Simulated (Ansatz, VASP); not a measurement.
RbGeN: VASP beside Ansatz

```
Rb Ge N
1.0
     2.16265   -5.61344    0.00000
     2.16265    5.61344    0.00000
     0.00000    0.00000    6.16975
Rb Ge N
2 2 2
Cartesian
  2.1626 2.1392 1.5424
  2.1626 -2.1392 4.6273
  2.1626 1.1731 4.6273
  2.1626 -1.1731 1.5424
  0.0000 0.0000 3.0849
  0.0000 0.0000 0.0000
```

Change from the starting cell: species swapped into the YAlGe type (Cmcm, No. 63).

Alike in both runs: task relaxation of cell and atoms; functional PBE; k mesh 4 × 4 × 4; occupations gaussian, width 0.1 eV; no spin polarisation.

```csv
,VASP,Ansatz
version,VASP 6.6.1,Ansatz 0.2.0
potentials or method,"VASP PAW PBE potentials, release 64 (Rb_sv, Ge_d, N), cutoff 600 eV","scalar-relativistic, plane waves, PAW"
valence electrons in the cell,56,56
```

|  | VASP | Ansatz | Ansatz less VASP |
| --- | --- | --- | --- |
| gap on the k mesh at the Fermi level, each at its own relaxed structure (eV) | none | none | - |
| relaxed volume (Å³/atom) | 19.63 | 19.75 | +0.117 |
| relaxed cell length with the largest relative difference (Å) | 6.930 | 6.981 | +0.0511 |

A gap of «none» marks a metal or a gap that the smearing closes.

The k mesh is coarse, so the values compare programs but aren't converged. Noted on VASP's run: the volume moved by over 15 % at a fixed basis, so the end points are rough.
